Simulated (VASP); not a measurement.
Set up this calculation in VASP 6.6.1, as the native input.

```
Task                   : single point
Functional             : PBE
Potentials or basis    : VASP PAW PBE potentials, release 64 (P, Al, Sb)
Cutoff                 : 520 eV
k mesh                 : 4 × 4 × 2
Occupations            : gaussian, width 0.01 eV
Spin                   : no spin polarisation
Dipole correction      : no
Further INCAR settings : ALGO = Normal; EDIFF = 1e-06; NBANDS = 16
```

The structure of Al2SbP lies in POSCAR:

```
Al2SbP
1.0
    4.1137897790      0.0000000000      0.0000000000
    0.0000000000      4.1137897790      0.0000000000
    0.0000000000      0.0000000000      5.8326217998
P Al Sb
1 2 1
Direct
    0.0000000000      0.0000000000      0.0000000000
    0.0000000000      0.5000000000      0.7775894586
    0.5000000000      0.0000000000      0.2224105414
    0.5000000000      0.5000000000      0.5000000000
```

One way to write it, as run:

INCAR

```
SYSTEM = Al2SbP
  PREC = Accurate
  ENCUT = 520
  EDIFF = 1E-6
  ISMEAR = 0
  SIGMA = 0.01
  LREAL = .FALSE.
  LASPH = .TRUE.
  NELM = 80
  ALGO = Normal
  ISIF = 2
  LWAVE = .FALSE.
  LCHARG = .FALSE.
  GGA = PE
  NBANDS = 16
```

KPOINTS

```
regular mesh
0
G
  4 4 2
  0 0 0
```

Potentials or basis: VASP PAW PBE potentials, release 64 (P, Al, Sb).

Launch:

```bash
$ cat potpaw_PBE.64/P/POTCAR potpaw_PBE.64/Al/POTCAR potpaw_PBE.64/Sb/POTCAR > POTCAR
$ mpirun -np 1 vasp_std > vasp.out
```

It gave:

```json
{
 "Pressure": "1.5 GPa",
 "Largest force": "0.092 eV/Å",
 "Band gap on the k mesh": "0.64 eV, direct"
}
```

Caveat: the k points lie up to 0.54 Å⁻¹ apart; spin-orbit coupling is left out, which moves the levels of the heavy elements.

Run time: 8.4 s on 1 thread of Intel(R) Xeon(R) 6975P-C (Granite Rapids), with other jobs on the host, peak memory 0.21 GiB.
